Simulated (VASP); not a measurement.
Write the native input for VASP 6.6.1 that does the following.

| Quantity | Value |
| --- | --- |
| Task | single point |
| Functional | r2SCAN |
| Potentials or basis | VASP PAW PBE potentials, release 64 (Al, Ga_d, N) |
| Cutoff | 520 eV |
| k mesh | 6 × 8 × 4 |
| Occupations | gaussian, width 0.02 eV |
| Spin | no spin polarisation |
| Dipole correction | no |
| Further INCAR settings | ALGO = Normal; EDIFF = 1e-07; NBANDS = 31 |

Crystal: Al3GaN4.

```
Al Ga N
1.0
     5.14380    0.00000    0.00016
     0.00000    3.18390    0.00000
    -0.00326    0.00000    5.51315
Al Ga N
3 1 4
Direct
  0.50000 0.50000 0.16715
  0.00031 0.50000 0.83480
  0.00070 0.00000 0.33175
  0.49954 0.00000 0.66633
  0.11113 0.00000 0.66636
  0.12278 0.50000 0.16704
  0.62562 0.50000 0.84071
  0.62354 0.00000 0.32585
```

One way to write it, as run:

POSCAR

```
Al3GaN4
1.0
    5.1437972732      0.0000000000      0.0001572509
    0.0000000000      3.1838967678      0.0000000000
   -0.0032576939      0.0000000000      5.5131525356
Al Ga N
3 1 4
Direct
    0.4999967118      0.5000000000      0.1671539785
    0.0003086430      0.5000000000      0.8348019416
    0.0006986794      0.0000000000      0.3317492763
    0.4995365886      0.0000000000      0.6663339546
    0.1111291256      0.0000000000      0.6663579167
    0.1227754799      0.5000000000      0.1670436680
    0.6256158731      0.5000000000      0.8407103007
    0.6235378987      0.0000000000      0.3258499636
```

INCAR.step1

```
SYSTEM = Al3GaN4
  PREC = Accurate
  ENCUT = 520
  ISMEAR = 0
  SIGMA = 0.02
  LREAL = .FALSE.
  LASPH = .TRUE.
  NELM = 80
  NBANDS = 31
  GGA = PE
  ALGO = Normal
  EDIFF = 1E-4
  LWAVE = .TRUE.
  LCHARG = .FALSE.
```

INCAR.step2

```
SYSTEM = Al3GaN4
  PREC = Accurate
  ENCUT = 520
  EDIFF = 1E-7
  ISMEAR = 0
  SIGMA = 0.02
  LREAL = .FALSE.
  LASPH = .TRUE.
  NELM = 80
  ALGO = Normal
  ISIF = 2
  LWAVE = .FALSE.
  LCHARG = .FALSE.
  METAGGA = R2SCAN
  LMIXTAU = .TRUE.
  NBANDS = 31
  ISTART = 1
```

KPOINTS

```
Automatic mesh
0
G
  6 8 4
  0 0 0
```

Potentials or basis: VASP PAW PBE potentials, release 64 (Al, Ga_d, N).

Command:

```sh
$ cat potpaw_PBE.64/Al/POTCAR potpaw_PBE.64/Ga_d/POTCAR potpaw_PBE.64/N/POTCAR > POTCAR
$ cp INCAR.step1 INCAR
$ mpirun -np 1 vasp_std > vasp.out
$ cp INCAR.step2 INCAR
$ mpirun -np 1 vasp_std > vasp.out
```

It gave:

```
Pressure               : -10.8 GPa
Largest force          : 0.086 eV/Å
Band gap on the k mesh : 3.68 eV
```

Caveat: the cell stands under tension; the PAW data sets were made with another functional, which shifts forces and pressure a little.

It took 18 min on 1 thread of Intel Xeon 8259CL, on a shared host, peak memory 0.32 GiB.
